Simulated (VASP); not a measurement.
# CuO (Cccm) in VASP: settings compared

CuO is run at these levels: PBE, PBE+U; tasks: density of states.

All numbers are computed with VASP 6.6.1; they aren't measurements. Logs are shortened: lines on timing, memory, paths and dates and some standing lists are left out, and cuts for length are marked.

## Step 1: The cell of the first run

The structure is orthorhombic, space group Cccm (No. 66). The conventional cell has a = 3.982 Å, b = 4.307 Å, c = 5.156 Å, α = 90.00°, β = 90.00°, γ = 90.00°. Within 2.6 Å of Cu (site symmetry 2/m) lie 4 O at 1.95 Å. O (site symmetry 222) has 4 Cu at 1.95 Å and 2 O at 2.58 Å within 2.6 Å.

## Step 2: Density of states, PBE

Contents of POSCAR:

```
CuO
1.0
    1.9909680000     -2.1535500000      0.0000000000
    1.9909680000      2.1535500000      0.0000000000
    0.0000000000      0.0000000000      5.1559280000
Cu O
2 2
Direct
    0.5000000000      0.0000000000      0.0000000000
    0.0000000000      0.5000000000      0.5000000000
    0.5000000000      0.5000000000      0.2500000000
    0.5000000000      0.5000000000      0.7500000000
```

Contents of INCAR.step1:

```
SYSTEM = CuO
ALGO     = Normal         ! electronic algorithm
EDIFF    = 1E-7           ! SCF threshold, eV
ENCUT    = 520            ! plane-wave cutoff, eV
GGA      = PE             ! functional
ISIF     = 2              ! what is computed and relaxed
ISMEAR   = -1             ! smearing method
LASPH    = .True.         ! aspherical terms in the spheres
LCHARG   = .True.         ! write CHGCAR
LMAXMIX  = 4              ! l up to which the mixer works
LREAL    = .False.        ! projectors in reciprocal space
LWAVE    = .False.        ! write WAVECAR
NBANDS   = 25             ! bands
NELM     = 60             ! most SCF steps
PREC     = Accurate       ! precision mode
SIGMA    = 0.05           ! smearing width, eV
```

Contents of KPOINTS.step1:

```
k-points
0
Gamma
  9 9 5
  0 0 0
```

Contents of INCAR.step2:

```
SYSTEM = CuO
ALGO     = Normal         ! electronic algorithm
EDIFF    = 1E-7           ! SCF threshold, eV
ENCUT    = 520            ! plane-wave cutoff, eV
GGA      = PE             ! functional
ICHARG   = 11             ! starting density
ISIF     = 2              ! what is computed and relaxed
ISMEAR   = -5             ! smearing method
LASPH    = .True.         ! aspherical terms in the spheres
LCHARG   = .False.        ! write CHGCAR
LMAXMIX  = 4              ! l up to which the mixer works
LORBIT   = 11             ! projections on sites
LREAL    = .False.        ! projectors in reciprocal space
LWAVE    = .False.        ! write WAVECAR
NEDOS    = 1001           ! points of the DOS
NELM     = 60             ! most SCF steps
PREC     = Accurate       ! precision mode
SIGMA    = 0.05           ! smearing width, eV
```

Contents of KPOINTS.step2:

```
k-points
0
Gamma
  14 14 8
  0 0 0
```

Potentials or basis: VASP PAW PBE potentials, release 64 (Cu, O).

Started as:

```bash
cat potpaw_PBE.64/Cu/POTCAR potpaw_PBE.64/O/POTCAR > POTCAR
cp INCAR.step1 INCAR
cp KPOINTS.step1 KPOINTS
mpirun -np 1 vasp_std > vasp.out
cp INCAR.step2 INCAR
cp KPOINTS.step2 KPOINTS
mpirun -np 1 vasp_std > vasp.out
```

OUTCAR:

```text
SYSTEM = CuO
   EDIFF = 1E-7
   ENCUT = 520
   GGA = PE
   ICHARG = 11
   ISIF = 2
   ISMEAR = -5
   LASPH = .True.
   LORBIT = 11
   LREAL = .False.
   NELM = 60
   PREC = Accurate

 ion  position               nearest neighbor table
   1  0.500  0.000  0.000-   3 1.95   4 1.95   3 1.95   4 1.95
   2  0.000  0.500  0.500-   3 1.95   4 1.95   3 1.95   4 1.95
   3  0.500  0.500  0.250-   1 1.95   2 1.95   1 1.95   2 1.95
   4  0.500  0.500  0.750-   1 1.95   2 1.95   1 1.95   2 1.95

  LATTYP: Found a base centered orthorhombic cell.
 ALAT       =     3.9819360000
 B/A-ratio  =     1.0816597755
 C/A-ratio  =     1.2948294498

  Lattice vectors:

 A1 = (   1.9909680000,  -2.1535500000,   0.0000000000)
 A2 = (   1.9909680000,   2.1535500000,   0.0000000000)
 A3 = (   0.0000000000,   0.0000000000,   5.1559280000)

Analysis of symmetry for initial positions (statically):
=====================================================================
 Subroutine PRICEL returns:
 Original cell was already a primitive cell.

 Routine SETGRP: Setting up the symmetry group for a
 base centered orthorhombic supercell.

 Subroutine GETGRP returns: Found  8 space group operations
 (whereof  4 operations were pure point group operations)
 out of a pool of  8 trial point group operations.

The static configuration has the point symmetry C_2h.
 The point group associated with its full space group is D_2h.

Analysis of symmetry for dynamics (positions and initial velocities):
=====================================================================
 Subroutine PRICEL returns:
 Original cell was already a primitive cell.

 Routine SETGRP: Setting up the symmetry group for a
 base centered orthorhombic supercell.

 Subroutine GETGRP returns: Found  8 space group operations
 (whereof  4 operations were pure point group operations)
 out of a pool of  8 trial point group operations.

The dynamic configuration has the point symmetry C_2h.
 The point group associated with its full space group is D_2h.

 Subroutine INISYM returns: Found  8 space group operations
 (whereof  4 operations are pure point group operations),
 and found     1 'primitive' translations

----------------------------------------------------------------------------------------

                                     Primitive cell

  volume of cell :      44.2136

  direct lattice vectors                    reciprocal lattice vectors
     1.990968000 -2.153550000  0.000000000     0.251134122 -0.232174781  0.000000000
     1.990968000  2.153550000  0.000000000     0.251134122  0.232174781  0.000000000
     0.000000000  0.000000000  5.155928000     0.000000000  0.000000000  0.193951506

  length of vectors
     2.932870809  2.932870809  5.155928000     0.342013854  0.342013854  0.193951506

  position of ions in fractional coordinates (direct lattice)
     0.500000000  0.000000000  0.000000000
     0.000000000  0.500000000  0.500000000
     0.500000000  0.500000000  0.250000000
     0.500000000  0.500000000  0.750000000

  ion indices of the primitive-cell ions
   primitive index   ion index
                 1           1
                 2           2
                 3           3
                 4           4

----------------------------------------------------------------------------------------

 KPOINTS: k-points

Automatic generation of k-mesh.
 Grid dimensions read from file:
 generate k-points for:   14   14    8

 Generating k-lattice:

  Cartesian coordinates                     Fractional coordinates (reciprocal lattice)
     0.017938152 -0.016583913  0.000000000     0.071428571  0.000000000  0.000000000
     0.017938152  0.016583913  0.000000000     0.000000000  0.071428571  0.000000000
     0.000000000  0.000000000  0.024243938     0.000000000  0.000000000  0.125000000

  Length of vectors
     0.024429561  0.024429561  0.024243938

  Shift w.r.t. Gamma in fractional coordinates (k-lattice)
     0.000000000  0.000000000  0.000000000

 TETIRR: Found   2352 inequivalent tetrahedra from     9408

 Subroutine IBZKPT returns following result:
 ===========================================

 Found    285 irreducible k-points:

 Following reciprocal coordinates:
            Coordinates               Weight
  0.000000  0.000000  0.000000      1.000000
  0.071429  0.000000  0.000000      4.000000
  0.142857  0.000000  0.000000      4.000000
  0.214286  0.000000  0.000000      4.000000
  0.285714  0.000000  0.000000      4.000000
  0.357143  0.000000  0.000000      4.000000
[... 16 lines left out ...]
  0.214286  0.142857  0.000000      4.000000
  0.285714  0.142857  0.000000      4.000000
 [... further k-points ...]
   k-points           NKPTS =    285   k-points in BZ     NKDIM =    285   number of bands    NBANDS=     21
   number of dos      NEDOS =   1001   number of ions     NIONS =      4
   total plane-waves  NPLWV =  23040
   dimension x,y,z NGX =    24 NGY =   24 NGZ =   40
   dimension x,y,z NGXF=    48 NGYF=   48 NGZF=   80
   ions per type =               2   2
   NGX,Y,Z   is equivalent  to a cutoff of  13.60, 13.60, 12.90 a.u.
   NGXF,Y,Z  is equivalent  to a cutoff of  27.21, 27.21, 25.79 a.u.
 SYSTEM =  CuO
   PREC   = accura    normal or accurate (medium, high low for compatibility)
   ISTART =      0    job   : 0-new  1-cont  2-samecut
   ICHARG =     11    charge: 1-file 2-atom 10-const
   ISPIN  =      1    spin polarized calculation?
   LNONCOLLINEAR =      F non collinear calculations
   LSORBIT =      F    spin-orbit coupling
   LASPH  =      T    aspherical Exc in radial PAW
   ENCUT  =  520.0 eV  38.22 Ry    6.18 a.u.   5.45  5.45  9.59*2*pi/ulx,y,z
   NELM   =     60;   NELMIN=  2; NELMDL=  0     # of ELM steps
   EDIFF  = 0.1E-06   stopping-criterion for ELM
   LREAL  =      F    real-space projection
   EDIFFG = 0.1E-05   stopping-criterion for IOM
   NSW    =      0    number of steps for IOM
   IBRION =     -1    ionic relax: 0-MD 1-quasi-New 2-CG
   NFREE  =      0    steps in history (QN), initial steepest desc. (CG)
   ISIF   =      2    stress and relaxation
   ISYM   =      2    0-nonsym 1-usesym 2-fastsym
   POTIM  = 0.5000    time-step for ionic-motion
   TEBEG  =    0.0;   TEEND  =   0.0 temperature during run
   PSTRESS=    0.0 pullay stress
   NELECT =      34.0000    total number of electrons
   NUPDOWN=      -1.0000    fix difference up-down
   EMIN   =  10.00;   EMAX   =-10.00  energy-range for DOS
   EFERMI =   0.00;   METHOD = LEGACY
   ISMEAR =    -5;   SIGMA  =   0.05  broadening in eV -4-tet -1-fermi 0-gaus
   EFERMI_NEDOS =   21; number of points for ismear=-14 and -15
   IALGO  =     38    algorithm
   IMIX   =      4    mixing-type and parameters
     AMIX     =   0.40;   BMIX     =  1.00
     AMIX_MAG =   1.60;   BMIX_MAG =  1.00
  volume/ion in A,a.u.               =      11.05        74.59
  Fermi-wavevector in a.u.,A,eV,Ry     =   1.499854  2.834314 30.607167  2.249563
  Thomas-Fermi vector in A             =   2.611430
   LORBIT       =     11    0 simple, 1 ext, 2 COOP (PROOUT), +10 PAW based schemes
   GGA     = PE    functional components
   LHFCALC =     F    Hartree Fock is set to
   AEXX    =    0.0000 exact exchange contribution
   IVDW    =     0    specifies the selected vdW correction
   LEPSILON=     F    determine dielectric tensor
   LRPA    =     F    only Hartree local field effects (RPA)
 non-spin polarized calculation
 Fermi weights with tetrahedron method with Bloechl corrections
  energy-cutoff  :      520.00
  volume of cell :       44.21
 maximum number of plane-waves:      1215
 NGX is ok and might be reduce to    24

 number of electron      33.9999999 magnetization

 Free energy of the ion-electron system (eV)
  ---------------------------------------------------
  ext. energy  EPLUGINS =         0.00000000
  ---------------------------------------------------
  free energy    TOTEN  =       -19.72034106 eV

  energy without entropy =      -19.72034106  energy(sigma->0) =      -19.72034106

 E-fermi :   4.9187     XC(G=0): -11.3345

 val. band max:        4.9296701073   @ k =  -0.4286   0.0714   0.1250
 cond. band min:       4.8798315150   @ k =   0.0714   0.0714   0.5000
 fundamental gap:     -0.0498385923
 Fermi energy:         4.9187181997

 k-point     1 :       0.0000    0.0000    0.0000
  band No.  band energies     occupation
      1     -14.8774      2.00000
      2     -13.5786      2.00000
      3      -3.1802      2.00000
      4      -0.5692      2.00000
      5      -0.4094      2.00000
      6       1.1978      2.00000
[... 13 lines left out ...]
     20      11.0427      0.00000
     21      12.2128      0.00000

 k-point     2 :       0.0714    0.0000    0.0000
  band No.  band energies     occupation
      1     -14.8503      2.00000
      2     -13.5704      2.00000
      3      -3.1326      2.00000
      4      -0.5774      2.00000
      5      -0.4155      2.00000
      6       0.8834      2.00000
[... 13 lines left out ...]
     20      11.2343      0.00000
     21      12.0754      0.00000

 k-point     3 :       0.1429    0.0000    0.0000
  band No.  band energies     occupation
      1     -14.7731      2.00000
      2     -13.5468      2.00000
      3      -2.9965      2.00000
      4      -0.6147      2.00000
      5      -0.4080      2.00000
      6       0.2428      2.00000
[... 13 lines left out ...]
     20      11.6723      0.00000
     21      11.7526      0.00000
[... 457 lines left out ...]
 k-point    23 :       0.2143    0.1429    0.0000
  band No.  band energies     occupation
      1     -14.5492      2.00000
      2     -13.4788      2.00000
      3      -2.5937      2.00000
      4      -0.6877      2.00000
      5      -0.5032      2.00000
      6      -0.4154      2.00000
[... 13 lines left out ...]
     20      10.8636      0.00000
     21      13.1948      0.00000

 k-point    24 :       0.2857    0.1429    0.0000
  band No.  band energies     occupation
      1     -14.4189      2.00000
      2     -13.4421      2.00000
      3      -2.3516      2.00000
      4      -1.1177      2.00000
      5      -0.7039      2.00000
      6      -0.3669      2.00000
[... 13 lines left out ...]
     20      10.3464      0.00000
     21      13.9909      0.00000

 [... further k-points ...]

------------------------ aborting loop because EDIFF is reached ----------------------------------------

  FORCE on cell =-STRESS in cart. coord.  units (eV):
  Direction    XX          YY          ZZ          XY          YZ          ZX
  --------------------------------------------------------------------------------------
  -------------------------------------------------------------------------------------
  Total        0.8012021      0.5633605      0.7548254      0.0000000      0.0000000      0.0000000
  in kB       29.0333110     20.4146018     27.3527499      0.0000000      0.0000000      0.0000000
  external PRESSURE =      25.6002209 kB  Pullay stress =       0.0000000 kB

 VOLUME and BASIS-vectors are now :
 -----------------------------------------------------------------------------
  energy-cutoff  :      520.00
  volume of cell :       44.21
      direct lattice vectors                 reciprocal lattice vectors
     1.990968000 -2.153550000  0.000000000     0.251134122 -0.232174781  0.000000000
     1.990968000  2.153550000  0.000000000     0.251134122  0.232174781  0.000000000
     0.000000000  0.000000000  5.155928000     0.000000000  0.000000000  0.193951506

 POSITION                                       TOTAL-FORCE (eV/Angst)
 -----------------------------------------------------------------------------------
      0.99548     -1.07678      0.00000        -0.000000      0.000000      0.000000
      0.99548      1.07678      2.57796         0.000000      0.000000      0.000000
      1.99097      0.00000      1.28898         0.000000     -0.000000      0.000000
      1.99097      0.00000      3.86695         0.000000     -0.000000     -0.000000
 -----------------------------------------------------------------------------------
    total drift:                                0.000000     -0.000000     -0.000000

  FREE ENERGIE OF THE ION-ELECTRON SYSTEM (eV)
  ---------------------------------------------------
  free  energy   TOTEN  =       -19.7203410572 eV

  energy  without entropy=      -19.7203410572  energy(sigma->0) =      -19.72034106

 total charge

# of ion       s       p       d       tot
------------------------------------------
    1        0.390   0.387   9.124   9.901
    2        0.390   0.387   9.124   9.901
    3        1.577   3.377   0.000   4.954
    4        1.577   3.377   0.000   4.954
--------------------------------------------------
tot          3.934   7.529  18.248  29.711
```

Run time: 1.9 min. Hardware: 1 thread of Intel Xeon Platinum 8559C (Emerald Rapids), shared host; peak memory 0.33 GiB.

Results:

```yaml
Valence_electrons_inside_the_program's_atomic_spheres: Cu 9.90; O 4.95
```

Levels at points of the mesh, in eV from the Fermi level:
```
           k point  band 14  band 15  band 16  band 17  band 18  band 19  band 20  band 21
(0.00, 0.00, 0.00)    -2.38    -2.32    -1.92     0.57     0.75     1.41     6.12     7.29
(0.50, 0.00, 0.00)    -1.89    -1.59    -1.52     0.21     0.45     3.71     5.92     6.42
(0.50, 0.50, 0.00)    -2.35    -1.62    -1.24    -1.18     1.12     2.20     7.24     9.17
(0.00, 0.00, 0.50)    -2.29    -1.56    -1.56     0.10     0.10     3.49     3.49    11.63
(0.50, 0.00, 0.50)    -2.36    -2.02    -1.84    -0.17     0.66     4.35     5.90     8.19
(0.50, 0.50, 0.50)    -1.91    -1.43    -1.43    -0.52    -0.52     4.06     4.06    10.10
```

Caveat: semilocal functionals often make such compounds metallic where correlation or magnetic order opens a gap, which also shifts bond lengths; tetrahedron occupations give inexact forces and stress in metals.

## Step 3: Density of states, PBE+U

POSCAR is that of step 2.

Contents of INCAR.step1:

```
SYSTEM = CuO
ALGO = Normal ; EDIFF = 1E-7
ENCUT = 520 ; GGA = PE
ISIF = 2 ; ISMEAR = -1
LASPH = .TRUE. ; LCHARG = .TRUE.
LDAU = .TRUE. ; LDAUJ = 0 0
LDAUL = 2 -1 ; LDAUPRINT = 1
LDAUTYPE = 2 ; LDAUU = 1 0
LMAXMIX = 4 ; LREAL = .FALSE.
LWAVE = .FALSE. ; NBANDS = 25
NELM = 150 ; PREC = Accurate
SIGMA = 0.05
```

Contents of KPOINTS.step1:

```
k-points
0
G
  9 9 5
  0 0 0
```

Contents of INCAR.step2:

```
SYSTEM = CuO
ALGO = Normal ; EDIFF = 1E-7
ENCUT = 520 ; GGA = PE
ICHARG = 11 ; ISIF = 2
ISMEAR = -5 ; LASPH = .TRUE.
LCHARG = .FALSE. ; LDAU = .TRUE.
LDAUJ = 0 0 ; LDAUL = 2 -1
LDAUPRINT = 1 ; LDAUTYPE = 2
LDAUU = 1 0 ; LMAXMIX = 4
LORBIT = 11 ; LREAL = .FALSE.
LWAVE = .FALSE. ; NEDOS = 2001
NELM = 150 ; PREC = Accurate
SIGMA = 0.05
```

Contents of KPOINTS.step2:

```
k-points
0
G
  14 14 8
  0 0 0
```

Potentials or basis: VASP PAW PBE potentials, release 64 (Cu, O).

Started as:

```bash
cat potpaw_PBE.64/Cu/POTCAR potpaw_PBE.64/O/POTCAR > POTCAR
cp INCAR.step1 INCAR
cp KPOINTS.step1 KPOINTS
mpirun -np 1 vasp_std > vasp.out
cp INCAR.step2 INCAR
cp KPOINTS.step2 KPOINTS
mpirun -np 1 vasp_std > vasp.out
```

It took 95 s on 1 thread of Intel Xeon Platinum 8559C (Emerald Rapids), shared host; peak memory 0.33 GiB.

The run converged. Its results:

| Property | Result |
| --- | --- |
| Valence electrons inside the program's atomic spheres | Cu 9.92; O 4.95 |

Levels at points of the mesh, in eV from the Fermi level:
```
           k point  band 14  band 15  band 16  band 17  band 18  band 19  band 20  band 21
(0.00, 0.00, 0.00)    -2.52    -2.43    -2.08     0.56     0.75     1.45     6.22     7.35
(0.50, 0.00, 0.00)    -2.04    -1.72    -1.61     0.22     0.46     3.82     5.97     6.52
(0.50, 0.50, 0.00)    -2.55    -1.65    -1.37    -1.30     1.14     2.31     7.35     9.25
(0.00, 0.00, 0.50)    -2.44    -1.67    -1.67     0.12     0.12     3.53     3.53    11.72
(0.50, 0.00, 0.50)    -2.56    -2.17    -1.97    -0.19     0.65     4.44     5.96     8.27
(0.50, 0.50, 0.50)    -2.04    -1.56    -1.56    -0.51    -0.51     4.15     4.15    10.19
```

Eigenvalues of the final occupation matrices:
```
    site  spin  trace               eigenvalues
site 1 d     1   4.59  0.78 0.92 0.95 0.96 0.97
site 1 d     2   4.59  0.78 0.92 0.95 0.96 0.97
site 2 d     1   4.59  0.78 0.92 0.95 0.96 0.97
site 2 d     2   4.59  0.78 0.92 0.95 0.96 0.97
```

Caveat: U without spin polarisation on a metal has little footing; tetrahedron occupations give inexact forces and stress in metals.
